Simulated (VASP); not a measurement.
# CoSi2 (Fm-3m) in VASP: further runs, part 2 of 2

VASP 6.6.1. The steps go on from the part before.

**4. Single point, PBE, collinear spin, ferromagnetic start**

INCAR reads:

```
SYSTEM = CoSi2
  PREC = Accurate
  ENCUT = 520
  EDIFF = 1E-6
  ISMEAR = -1
  SIGMA = 0.05
  LREAL = .FALSE.
  LASPH = .TRUE.
  NELM = 150
  ALGO = Normal
  ISIF = 2
  LWAVE = .FALSE.
  LCHARG = .TRUE.
  ISPIN = 2
  MAGMOM = 2 0 0
  LORBIT = 11
  NUPDOWN = 2.0
  LMAXMIX = 4
  GGA = PE
  LELF = .TRUE.
  LVHAR = .TRUE.
  NBANDS = 20
```

KPOINTS reads:

```
regular mesh
0
G
  7 7 7
  0 0 0
```

POSCAR reads:

```
CoSi2
1.0
    0.0000000000      2.6780000000      2.6780000000
    2.6780000000      0.0000000000      2.6780000000
    2.6780000000      2.6780000000      0.0000000000
Co Si
1 2
Direct
    0.0000000000      0.0000000000      0.0000000000
    0.7500000000      0.7500000000      0.7500000000
    0.2500000000      0.2500000000      0.2500000000
```

Potentials or basis: VASP PAW PBE potentials, release 64 (Co, Si).

Run with:

```sh
$ cat potpaw_PBE.64/Co/POTCAR potpaw_PBE.64/Si/POTCAR > POTCAR
$ mpirun -np 1 vasp_std > vasp.out
```

OUTCAR:

```text
SYSTEM = CoSi2
   PREC = Accurate
   ENCUT = 520
   EDIFF = 1E-6
   ISMEAR = -1
   LREAL = .FALSE.
   LASPH = .TRUE.
   NELM = 150
   ISIF = 2
   ISPIN = 2
   LORBIT = 11
   NUPDOWN = 2.0
   GGA = PE

 ion  position               nearest neighbor table
   1  0.000  0.000  0.000-   2 2.32   3 2.32   2 2.32   2 2.32   3 2.32   2 2.32   3 2.32   3 2.32

   2  0.750  0.750  0.750-   1 2.32   1 2.32   1 2.32   1 2.32   3 2.68   3 2.68   3 2.68   3 2.68
                             3 2.68   3 2.68
   3  0.250  0.250  0.250-   1 2.32   1 2.32   1 2.32   1 2.32   2 2.68   2 2.68   2 2.68   2 2.68
                             2 2.68   2 2.68

  LATTYP: Found a face centered cubic cell.
 ALAT       =     5.3560000000

  Lattice vectors:

 A1 = (   0.0000000000,   2.6780000000,   2.6780000000)
 A2 = (   2.6780000000,   0.0000000000,   2.6780000000)
 A3 = (   2.6780000000,   2.6780000000,   0.0000000000)

Analysis of symmetry for initial positions (statically):
=====================================================================
 Subroutine PRICEL returns:
 Original cell was already a primitive cell.

 Routine SETGRP: Setting up the symmetry group for a
 face centered cubic supercell.

 Subroutine GETGRP returns: Found 48 space group operations
 (whereof 48 operations were pure point group operations)
 out of a pool of 48 trial point group operations.

The static configuration has the point symmetry O_h .

Analysis of symmetry for dynamics (positions and initial velocities):
=====================================================================
 Subroutine PRICEL returns:
 Original cell was already a primitive cell.

 Routine SETGRP: Setting up the symmetry group for a
 face centered cubic supercell.

 Subroutine GETGRP returns: Found 48 space group operations
 (whereof 48 operations were pure point group operations)
 out of a pool of 48 trial point group operations.

The dynamic configuration has the point symmetry O_h .

Analysis of structural, dynamic, and magnetic symmetry:
=====================================================================
 Subroutine PRICEL returns:
 Original cell was already a primitive cell.

 Routine SETGRP: Setting up the symmetry group for a
 face centered cubic supercell.

 Subroutine GETGRP returns: Found 48 space group operations
 (whereof 48 operations were pure point group operations)
 out of a pool of 48 trial point group operations.

The overall configuration has the point symmetry O_h .

 Subroutine INISYM returns: Found 48 space group operations
 (whereof 48 operations are pure point group operations),
 and found     1 'primitive' translations

----------------------------------------------------------------------------------------

                                     Primitive cell

  volume of cell :      38.4115

  direct lattice vectors                    reciprocal lattice vectors
     0.000000000  2.678000000  2.678000000    -0.186706497  0.186706497  0.186706497
     2.678000000  0.000000000  2.678000000     0.186706497 -0.186706497  0.186706497
     2.678000000  2.678000000  0.000000000     0.186706497  0.186706497 -0.186706497

  length of vectors
     3.787263920  3.787263920  3.787263920     0.323385140  0.323385140  0.323385140

[... 72 lines left out ...]
   LNONCOLLINEAR =      F non collinear calculations
   LSORBIT =      F    spin-orbit coupling
   LASPH  =      T    aspherical Exc in radial PAW
   ENCUT  =  520.0 eV  38.22 Ry    6.18 a.u.   7.04  7.04  7.04*2*pi/ulx,y,z
   NELM   =    150;   NELMIN=  2; NELMDL= -5     # of ELM steps
   EDIFF  = 0.1E-05   stopping-criterion for ELM
   LREAL  =      F    real-space projection
   EDIFFG = 0.1E-04   stopping-criterion for IOM
   NSW    =      0    number of steps for IOM
   IBRION =     -1    ionic relax: 0-MD 1-quasi-New 2-CG
   NFREE  =      0    steps in history (QN), initial steepest desc. (CG)
   ISIF   =      2    stress and relaxation
   ISYM   =      2    0-nonsym 1-usesym 2-fastsym
   POTIM  = 0.5000    time-step for ionic-motion
   TEBEG  =    0.0;   TEEND  =   0.0 temperature during run
   PSTRESS=    0.0 pullay stress
   NELECT =      17.0000    total number of electrons
   NUPDOWN=       2.0000    fix difference up-down
   EMIN   =  10.00;   EMAX   =-10.00  energy-range for DOS
   EFERMI =   0.00;   METHOD = LEGACY
   ISMEAR =    -1;   SIGMA  =   0.05  broadening in eV -4-tet -1-fermi 0-gaus
   EFERMI_NEDOS =   21; number of points for ismear=-14 and -15
   IALGO  =     38    algorithm
   IMIX   =      4    mixing-type and parameters
     AMIX     =   0.40;   BMIX     =  1.00
     AMIX_MAG =   1.60;   BMIX_MAG =  1.00
  volume/ion in A,a.u.               =      12.80        86.40
  Fermi-wavevector in a.u.,A,eV,Ry     =   1.247586  2.357596 21.177078  1.556471
  Thomas-Fermi vector in A             =   2.381712
   LORBIT       =     11    0 simple, 1 ext, 2 COOP (PROOUT), +10 PAW based schemes
   GGA     = PE    functional components
   LHFCALC =     F    Hartree Fock is set to
   AEXX    =    0.0000 exact exchange contribution
   IVDW    =     0    specifies the selected vdW correction
   LEPSILON=     F    determine dielectric tensor
   LRPA    =     F    only Hartree local field effects (RPA)
 spin polarized calculation
  energy-cutoff  :      520.00
  volume of cell :       38.41
 maximum number of plane-waves:      1047
   NGX = 15   NGY = 15   NGZ = 15

 number of electron      16.9999995 magnetization       1.9999999

 Free energy of the ion-electron system (eV)
  ---------------------------------------------------
  ext. energy  EPLUGINS =         0.00000000
  ---------------------------------------------------
  free energy    TOTEN  =       -17.69750200 eV

  energy without entropy =      -17.67733134  energy(sigma->0) =      -17.68741667

 E-fermi :   9.4510     XC(G=0): -11.7518

 val. band max:       11.9287084854   @ k =  -0.2857   0.2857   0.0000
 cond. band min:       9.4616756090   @ k =   0.4286   0.2857   0.1429
 fundamental gap:     -2.4670328764
 Fermi energy:        11.9792591734

 spin component 1

 k-point     1 :       0.0000    0.0000    0.0000
  band No.  band energies     occupation
      1      -3.2242      1.00000
      2       5.5247      1.00000
      3       5.5247      1.00000
      4       5.5247      1.00000
      5       7.4357      1.00000
      6       7.4357      1.00000
[... 436 lines left out ...]
      6       7.1278      1.00000
[... 12 lines left out ...]
     19      24.5080      0.00000
     20      27.4971      0.00000
 Fermi energy:         9.4510349564

 spin component 2

 k-point     1 :       0.0000    0.0000    0.0000
  band No.  band energies     occupation
      1      -2.7978      1.00000
      2       6.2758      1.00000
      3       6.2758      1.00000
      4       6.2758      1.00000
      5       8.4925      1.00000
      6       8.4925      1.00000
[... 449 lines left out ...]
     19      24.9920      0.00000
     20      27.9643      0.00000

------------------------ aborting loop because EDIFF is reached ----------------------------------------

  FORCE on cell =-STRESS in cart. coord.  units (eV):
  Direction    XX          YY          ZZ          XY          YZ          ZX
  --------------------------------------------------------------------------------------
  -------------------------------------------------------------------------------------
  Total        3.4487090      3.4487090      3.4487090      0.0000000      0.0000000     -0.0000000
  in kB      143.8485252    143.8485252    143.8485252      0.0000000      0.0000000     -0.0000000
  external PRESSURE =     143.8485252 kB  Pullay stress =       0.0000000 kB

 VOLUME and BASIS-vectors are now :
 -----------------------------------------------------------------------------
  energy-cutoff  :      520.00
  volume of cell :       38.41
      direct lattice vectors                 reciprocal lattice vectors
     0.000000000  2.678000000  2.678000000    -0.186706497  0.186706497  0.186706497
     2.678000000  0.000000000  2.678000000     0.186706497 -0.186706497  0.186706497
     2.678000000  2.678000000  0.000000000     0.186706497  0.186706497 -0.186706497

 POSITION                                       TOTAL-FORCE (eV/Angst)
 -----------------------------------------------------------------------------------
      0.00000      0.00000      0.00000         0.000000     -0.000000      0.000000
      4.01700      4.01700      4.01700        -0.000000     -0.000000     -0.000000
      1.33900      1.33900      1.33900         0.000000      0.000000      0.000000
 -----------------------------------------------------------------------------------
    total drift:                               -0.000000     -0.000000      0.000000

  FREE ENERGIE OF THE ION-ELECTRON SYSTEM (eV)
  ---------------------------------------------------
  free  energy   TOTEN  =       -17.6975019996 eV

  energy  without entropy=      -17.6773313450  energy(sigma->0) =      -17.68741667

 total charge

# of ion       s       p       d       tot
------------------------------------------
    1        0.543   0.710   7.537   8.790
    2        0.766   0.859   0.000   1.624
    3        0.766   0.859   0.000   1.624
--------------------------------------------------
tot          2.075   2.427   7.537  12.039

 magnetization (x)

# of ion       s       p       d       tot
------------------------------------------
    1        0.019   0.172   1.058   1.248
    2        0.061   0.099   0.000   0.160
    3        0.061   0.099   0.000   0.160
--------------------------------------------------
tot          0.142   0.369   1.058   1.569
```

OSZICAR:

```text
N       E                     dE             d eps       ncg     rms          rms(c)
DAV:   1     0.698739939431E+02    0.69874E+02   -0.67055E+03  1604   0.818E+02
DAV:   2    -0.150336881951E+02   -0.84908E+02   -0.76024E+02  1700   0.187E+02
DAV:   3    -0.193681256067E+02   -0.43344E+01   -0.42063E+01  1936   0.441E+01
DAV:   4    -0.194392083520E+02   -0.71083E-01   -0.70945E-01  1836   0.515E+00
DAV:   5    -0.194411260341E+02   -0.19177E-02   -0.19175E-02  2008   0.901E-01    0.165E+01
DAV:   6    -0.250289140109E+02   -0.55878E+01   -0.30426E+01  1788   0.987E+01    0.264E+01
DAV:   7    -0.177327985546E+02    0.72961E+01   -0.14263E+01  1920   0.724E+01    0.387E+00
DAV:   8    -0.177350275215E+02   -0.22290E-02   -0.84358E-01  2136   0.830E+00    0.272E+00
DAV:   9    -0.176998566734E+02    0.35171E-01   -0.68887E-02  2080   0.344E+00    0.974E-01
DAV:  10    -0.176973734036E+02    0.24833E-02   -0.59816E-03  2208   0.106E+00    0.268E-01
DAV:  11    -0.176974978857E+02   -0.12448E-03   -0.97613E-04  1896   0.290E-01    0.940E-02
DAV:  12    -0.176975038617E+02   -0.59760E-05   -0.12939E-04  1952   0.170E-01    0.329E-02
DAV:  13    -0.176975016076E+02    0.22541E-05   -0.11371E-05  2140   0.264E-02    0.177E-02
DAV:  14    -0.176975019996E+02   -0.39203E-06   -0.40684E-06  1816   0.153E-02
   1 F= -.17697502E+02 E0= -.17687417E+02  d E =-.201707E-01  mag=     2.0000
```

Run time: 31 s. Hardware: 1 thread of Intel Xeon Platinum 8375C at 2.90GHz (Ice Lake), shared host; peak memory 0.18 GiB.

What came out:

- Free energy: -17.6975 eV
- Pressure: 14.4 GPa
- Net moment: 2.00 μB per cell
- Site moments: Co +1.25; Si +0.16 μB
- Valence electrons inside the program's atomic spheres: Co 8.79; Si 1.62

Caveat: the total moment is fixed, so each spin has its own Fermi level.

**5. Single point, PBE, collinear spin, ferromagnetic start**

INCAR reads:

```
PREC = Accurate ; ENCUT = 520
EDIFF = 1E-6 ; ISMEAR = -1
SIGMA = 0.05 ; LREAL = False
LASPH = True ; NELM = 150
ALGO = Normal ; ISIF = 2
LWAVE = False ; LCHARG = True
ISPIN = 2 ; MAGMOM = 2.5 0 0
LORBIT = 11 ; NUPDOWN = 2.5
LMAXMIX = 4 ; GGA = PE
LELF = True ; LVHAR = True
NBANDS = 20
```

KPOINTS reads:

```
Automatic mesh
0
Gamma
  7 7 7
```

POSCAR is that of step 4.

Potentials or basis: VASP PAW PBE potentials, release 64 (Co, Si).

Run with:

```sh
$ cat potpaw_PBE.64/Co/POTCAR potpaw_PBE.64/Si/POTCAR > POTCAR
$ mpirun -np 1 vasp_std > vasp.out
```

OUTCAR:

```text
PREC = Accurate
   ENCUT = 520
   EDIFF = 1E-6
   ISMEAR = -1
   LREAL = False
   LASPH = True
   NELM = 150
   ISIF = 2
   ISPIN = 2
   LORBIT = 11
   NUPDOWN = 2.5
   GGA = PE

 ion  position               nearest neighbor table
   1  0.000  0.000  0.000-   2 2.32   3 2.32   2 2.32   2 2.32   3 2.32   2 2.32   3 2.32   3 2.32

   2  0.750  0.750  0.750-   1 2.32   1 2.32   1 2.32   1 2.32   3 2.68   3 2.68   3 2.68   3 2.68
                             3 2.68   3 2.68
   3  0.250  0.250  0.250-   1 2.32   1 2.32   1 2.32   1 2.32   2 2.68   2 2.68   2 2.68   2 2.68
                             2 2.68   2 2.68

  LATTYP: Found a face centered cubic cell.
 ALAT       =     5.3560000000

  Lattice vectors:

 A1 = (   0.0000000000,   2.6780000000,   2.6780000000)
 A2 = (   2.6780000000,   0.0000000000,   2.6780000000)
 A3 = (   2.6780000000,   2.6780000000,   0.0000000000)

Analysis of symmetry for initial positions (statically):
=====================================================================
[... 1115 lines left out ...]

  FORCE on cell =-STRESS in cart. coord.  units (eV):
  Direction    XX          YY          ZZ          XY          YZ          ZX
  --------------------------------------------------------------------------------------
  -------------------------------------------------------------------------------------
  Total        4.7717647      4.7717647      4.7717647     -0.0000000      0.0000000     -0.0000000
  in kB      199.0342835    199.0342835    199.0342835     -0.0000000      0.0000000     -0.0000000
  external PRESSURE =     199.0342835 kB  Pullay stress =       0.0000000 kB

 VOLUME and BASIS-vectors are now :
 -----------------------------------------------------------------------------
  energy-cutoff  :      520.00
  volume of cell :       38.41
      direct lattice vectors                 reciprocal lattice vectors
     0.000000000  2.678000000  2.678000000    -0.186706497  0.186706497  0.186706497
     2.678000000  0.000000000  2.678000000     0.186706497 -0.186706497  0.186706497
     2.678000000  2.678000000  0.000000000     0.186706497  0.186706497 -0.186706497

 POSITION                                       TOTAL-FORCE (eV/Angst)
 -----------------------------------------------------------------------------------
      0.00000      0.00000      0.00000         0.000000     -0.000000      0.000000
      4.01700      4.01700      4.01700         0.000000      0.000000      0.000000
      1.33900      1.33900      1.33900        -0.000000     -0.000000     -0.000000
 -----------------------------------------------------------------------------------
    total drift:                               -0.000000     -0.000000      0.000000

  FREE ENERGIE OF THE ION-ELECTRON SYSTEM (eV)
  ---------------------------------------------------
  free  energy   TOTEN  =       -16.9929008249 eV

  energy  without entropy=      -16.9724611843  energy(sigma->0) =      -16.98268100

 total charge

# of ion       s       p       d       tot
------------------------------------------
    1        0.543   0.703   7.506   8.752
    2        0.782   0.857   0.000   1.639
    3        0.782   0.857   0.000   1.639
--------------------------------------------------
tot          2.107   2.417   7.506  12.030

 magnetization (x)

# of ion       s       p       d       tot
------------------------------------------
    1        0.024   0.192   1.310   1.526
    2        0.084   0.124   0.000   0.208
    3        0.084   0.124   0.000   0.208
--------------------------------------------------
tot          0.192   0.440   1.310   1.941
```

Wall time 34 s (1 thread of Intel Xeon Platinum 8375C at 2.90GHz (Ice Lake), shared host); peak memory 0.18 GiB.

What came out:

```
Free energy                                           : -16.9929 eV
Pressure                                              : 19.9 GPa
Net moment                                            : 2.50 μB per cell
Site moments                                          : Co +1.53; Si +0.21 μB
Valence electrons inside the program's atomic spheres : Co 8.75; Si 1.64
```

Caveat: the total moment is fixed, so each spin has its own Fermi level.

**6. Single point, LDA, collinear spin, ferromagnetic start**

This run uses another cell than the first one, of 12.04 Å³/atom, 0.940 times its volume.

INCAR reads:

```
PREC = Accurate ; ENCUT = 520
EDIFF = 1E-7 ; ISMEAR = -1
SIGMA = 0.05 ; LREAL = F
LASPH = T ; NELM = 150
ALGO = Normal ; ISIF = 2
LWAVE = F ; LCHARG = F
ISPIN = 2 ; MAGMOM = 2 0 0
LORBIT = 11 ; LMAXMIX = 4
GGA = CA ; NBANDS = 20
```

KPOINTS reads:

```
Automatic mesh
0
Gamma
  9 9 9
```

POSCAR reads:

```
CoSi2
1.0
    0.0000000000      2.6233315991      2.6233315991
    2.6233315991      0.0000000000      2.6233315991
    2.6233315991      2.6233315991      0.0000000000
Co Si
1 2
Direct
    0.0000000000      0.0000000000      0.0000000000
    0.7500000000      0.7500000000      0.7500000000
    0.2500000000      0.2500000000      0.2500000000
```

Potentials or basis: VASP PAW LDA potentials, release 64 (Co, Si).

Run with:

```sh
$ cat potpaw_LDA.64/Co/POTCAR potpaw_LDA.64/Si/POTCAR > POTCAR
$ mpirun -np 1 vasp_std > vasp.out
```

Run time: 33 s. Hardware: 1 thread of Intel Xeon Platinum 8488C (Sapphire Rapids), shared host; peak memory 0.17 GiB.

Results (log left out):

```
Free energy                                           : -21.9218 eV
Pressure                                              : 3.6 GPa
Net moment                                            : 0.00 μB per cell
Valence electrons inside the program's atomic spheres : Co 9.06; Si 1.64
```

Levels at points of the mesh, in eV from the Fermi level:
Spin up:
| k point | band 7 | band 8 | band 9 | band 10 | band 11 | band 12 |
| --- | --- | --- | --- | --- | --- | --- |
| (0.00, 0.00, 0.00) | 1.34 | 3.52 | 3.52 | 3.52 | 3.71 | 3.71 |
Spin down:
| k point | band 5 | band 6 | band 7 | band 8 | band 9 | band 10 | band 11 | band 12 | band 13 | band 14 |
| --- | --- | --- | --- | --- | --- | --- | --- | --- | --- | --- |
| (0.00, 0.00, 0.00) | -2.08 | -2.08 | 1.34 | 3.52 | 3.52 | 3.52 | 3.71 | 3.71 | 3.71 | 5.94 |

Caveat: the starting moments collapsed, and a magnetic state may lie lower.

**7. Overview**

```csv
spin,fixed moment (μB),pressure (GPa),moment (μB)
"collinear, zero start",0.0,0.2,0.00
"collinear, ferromagnetic start",1.5,9.8,1.50
"collinear, ferromagnetic start",2.0,14.4,2.00
"collinear, ferromagnetic start",2.5,19.9,2.50
```

Alike in all rows: task single point; level PBE; potentials or basis VASP PAW PBE potentials, release 64 (Co, Si); cell as given; k mesh 7 × 7 × 7; cutoff (eV) 520; smearing fermi-dirac 0.05 eV.

Caveats: the total moment is fixed, so each spin has its own Fermi level.

Absolute energies hang on the potentials; compare differences alone.
